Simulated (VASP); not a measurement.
Set up this calculation in VASP 6.6.1, as the native input.

```yaml
Task: single point
Functional: LDA
Potentials_or_basis: VASP PAW LDA potentials, release 64 (Si)
Cutoff: 520 eV
k_mesh: 2 × 2 × 2
Occupations: gaussian, width 0.02 eV
Spin: no spin polarisation
Dipole_correction: no
Further_INCAR_settings: LREAL = Auto; ALGO = Normal; EDIFF = 1e-06; NBANDS = 48
```

The structure of Si (a cell with a defect) lies in POSCAR:

```
Si
1.0
    0.0000000000      5.4300000000      5.4300000000
    5.4300000000      0.0000000000      5.4300000000
    5.4300000000      5.4300000000      0.0000000000
Si
17
Direct
    0.0110938306      0.0112207182     -0.0333144567
    0.1239732044      0.1241555249      0.1147284530
    0.0031862799      0.0033426335      0.4871120626
    0.1352725599      0.1354272560      0.5942121547
   -0.0361230203      0.5176274401      0.0009047882
    0.1241267035      0.6373355433      0.1146438306
    0.0032608656      0.5066770718      0.4870148250
    0.1089347145      0.6323667587      0.6266067219
    0.5174699816     -0.0359331492      0.0009493554
    0.6372172192      0.1242680479      0.1146601289
    0.5065286372      0.0034024862      0.4870348987
    0.6322109576      0.1090732044      0.6266422652
    0.5177542357      0.5178328729      0.0007789134
    0.6036550645      0.6038274401      0.1890596685
    0.4762847145      0.4764278085      0.5711839779
    0.6323006446      0.6324369245      0.6264945672
    0.3352290055      0.3354023020      0.9943426335
```

One way to write it, as run:

INCAR

```
PREC     = Accurate       # precision mode
ENCUT    = 520            # plane-wave cutoff, eV
EDIFF    = 1E-6           # SCF threshold, eV
ISMEAR   = 0              # smearing method
SIGMA    = 0.02           # smearing width, eV
LREAL    = Auto         
LASPH    = T              # aspherical terms in the spheres
NELM     = 100            # most SCF steps
ALGO     = Normal         # electronic algorithm
ISIF     = 2              # what is computed and relaxed
LWAVE    = F              # write WAVECAR
LCHARG   = F              # write CHGCAR
NBANDS   = 48             # bands
```

KPOINTS

```
Automatic mesh
0
Gamma
  2 2 2
```

Potentials or basis: VASP PAW LDA potentials, release 64 (Si).

Launch:

```sh
$ cat potpaw_LDA.64/Si/POTCAR > POTCAR
$ mpirun -np 1 vasp_std > vasp.out
```

Results of the run:

```json
{
  "Pressure": "0.9 GPa",
  "Largest force": "0.121 eV/Å",
  "Band gap on the k mesh": "zero (band 34 reaches 6.65 eV, above the bottom of band 35 at 6.62 eV)"
}
```

Caveat: the k points lie up to 0.50 Å⁻¹ apart.

Run time: 5.4 min on 1 thread of AMD EPYC 7571, with other jobs on the host, peak memory 0.34 GiB.
